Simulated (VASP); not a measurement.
A run of VASP 6.6.1 is set up as follows.

The input INCAR:

```
SYSTEM = Pd
PREC = Accurate
ENCUT = 500
EDIFF = 1E-6
ISMEAR = -1
SIGMA = 0.15
LREAL = .FALSE.
LASPH = .TRUE.
NELM = 120
ALGO = Normal
ISIF = 2
LWAVE = .FALSE.
LCHARG = .FALSE.
GGA = RP
NBANDS = 11
GGA_COMPAT = .FALSE.
```

KPOINTS

```
regular mesh
0
G
  16 16 16
  0 0 0
```

The input POSCAR:

```
Pd
1.0
    0.0000000000      1.9932204055      1.9932204055
    1.9932204055      0.0000000000      1.9932204055
    1.9932204055      1.9932204055      0.0000000000
Pd
1
Direct
    0.0000000000      0.0000000000      0.0000000000
```

Potentials or basis: VASP PAW PBE potentials, release 64 (Pd).

Launch:

```console
$ cat potpaw_PBE.64/Pd/POTCAR > POTCAR
$ mpirun -np 1 vasp_std > vasp.out
```

Task: What does it give for the pressure?

Result: -0.1 GPa.

Task: Estimate the band gap on the k mesh.

Result: Zero (bands 5 and 6 overlap by 1.41 eV).

Caveat: the PAW data sets were made with another functional, which shifts forces and pressure a little.
